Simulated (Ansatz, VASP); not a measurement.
# Two plane-wave programs on PbS

File INCAR:

```
SYSTEM = PbS
  PREC = Accurate
  ENCUT = 520
  EDIFF = 1E-7
  ISMEAR = 0
  SIGMA = 0.01
  LREAL = .FALSE.
  LASPH = .TRUE.
  NELM = 80
  ALGO = Normal
  ISIF = 2
  LWAVE = .FALSE.
  LCHARG = .FALSE.
  GGA = CA
  NBANDS = 17
```

KPOINTS

```
Automatic mesh
0
G
  8 8 8
  0 0 0
```

Contents of POSCAR:

```
PbS
1.0
    0.0000000000      2.9872321667      2.9872321667
    2.9872321667      0.0000000000      2.9872321667
    2.9872321667      2.9872321667      0.0000000000
Pb S
1 1
Direct
    0.0000000000      0.0000000000      0.0000000000
    0.5000000000      0.5000000000      0.5000000000
```

Input for Ansatz:

```yaml
crystal:
  lattice:
    - [0.0, 2.9872321667, 2.9872321667]
    - [2.9872321667, 0.0, 2.9872321667]
    - [2.9872321667, 2.9872321667, 0.0]
  atoms:
    - { symbol: Pb, position: [0.0, 0.0, 0.0] }
    - { symbol: S, position: [0.5, 0.5, 0.5] }
kpoints:
  mp_grid: { grid: [8, 8, 8] }
  band_path:
    path:
      - [0.0, 0.0, 0.0]
      - [0.5, 0.0, 0.5]
      - [0.625, 0.25, 0.625]
      - [0.375, 0.375, 0.75]
      - [0.5, 0.5, 0.5]
      - [0.5, 0.25, 0.75]
      - [0.0, 0.0, 0.5]
    npoints: 1
hamiltonian:
  xc: lda
scf:
  occupations: { method: fixed }
  n_extra_bands: 4
output:
  forces: true
  stress: true
  eigenvalues: true
```

Alike in both runs: task single point; functional LDA; k mesh 8 × 8 × 8; no spin polarisation.

```csv
,VASP,Ansatz
version,VASP 6.6.1,Ansatz 0.2.0
potentials or method,"VASP PAW LDA potentials, release 64 (Pb_d, S)","plane waves, PAW"
plane-wave cutoff (eV),520,420
occupations,"gaussian, width 0.01 eV",fixed
valence electrons in the cell,20,20
```

```tsv
	VASP	Ansatz	Ansatz less VASP
gap on the k mesh at the Fermi level (eV)	0.28	0.30	+0.022
pressure (GPa)	-3.6	-3.7	-0.04
```

LDA's correlation is that of Perdew and Zunger in VASP and of Perdew and Wang (1992) in Ansatz.

Neither program's run includes spin-orbit coupling.
